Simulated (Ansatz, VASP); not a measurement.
# Hf in VASP and in Ansatz

INCAR

```
PREC = Accurate ; ENCUT = 520
EDIFF = 1E-6 ; ISMEAR = -1
SIGMA = 0.1 ; LREAL = F
LASPH = T ; NELM = 80
ALGO = Normal ; ISIF = 2
LWAVE = F ; LCHARG = F
GGA = PE ; NBANDS = 11
```

File KPOINTS:

```
regular mesh
0
Gamma
  16 16 15
```

The input POSCAR:

```
Hf
1.0
    2.9959090579      0.0000000000      0.0000000000
   -1.4979545290      2.5945333516      0.0000000000
    0.0000000000      0.0000000000      3.0057373345
Hf
1
Direct
    0.0000000000      0.0000000000      0.0000000000
```

Input for Ansatz:

```yaml
crystal:
  lattice:
    - [2.9959090579, 0.0, 0.0]
    - [-1.497954529, 2.5945333516, 0.0]
    - [0.0, 0.0, 3.0057373345]
  atoms:
    - { symbol: Hf, position: [0.0, 0.0, 0.0] }
kpoints:
  mp_grid: { grid: [16, 16, 15] }
  band_path:
    path:
      - [0.0, 0.0, 0.0]
      - [0.5, 0.0, 0.0]
      - [0.3333333333, 0.3333333333, 0.0]
      - [0.0, 0.0, 0.0]
      - [0.0, 0.0, 0.5]
      - [0.5, 0.0, 0.5]
      - [0.3333333333, 0.3333333333, 0.5]
      - [0.0, 0.0, 0.5]
      - [0.5, 0.0, 0.5]
    npoints: 8
scf:
  occupations: { method: fermi_dirac, width: 0.1 }
hamiltonian:
  xc: pbe
  pseudopotentials: { kind: paw }
output:
  forces: true
  stress: true
  eigenvalues: true
  populations: true
  dos: { projected: true, de: 0.2, e_range: [-14, 8] }
```

Change from the starting cell: volume scaled by 1, PAW files.

Alike in both runs: task single point; functional PBE; k mesh 16 × 16 × 15; occupations fermi-dirac, width 0.1 eV; no spin polarisation.

```csv
,VASP,Ansatz
version,VASP 6.6.1,Ansatz 0.2.0
potentials or method,"VASP PAW PBE potentials, release 64 (Hf_pv)","PAW with Ansatz's default frozen-core files, scalar-relativistic"
plane-wave cutoff (eV),520,420
valence electrons in the cell,10,26
```

|  | VASP | Ansatz | Ansatz less VASP |
| --- | --- | --- | --- |
| pressure (GPa) | -0.4 | 0.0 | +0.36 |
| traceless stress, the component that is largest in VASP (GPa) | 0.08 | -0.03 | -0.108 |

VASP's potentials hold 10 valence electrons a cell and Ansatz's 26, so a difference there can come from the potentials and not from the codes.

Spin-orbit coupling is off throughout.
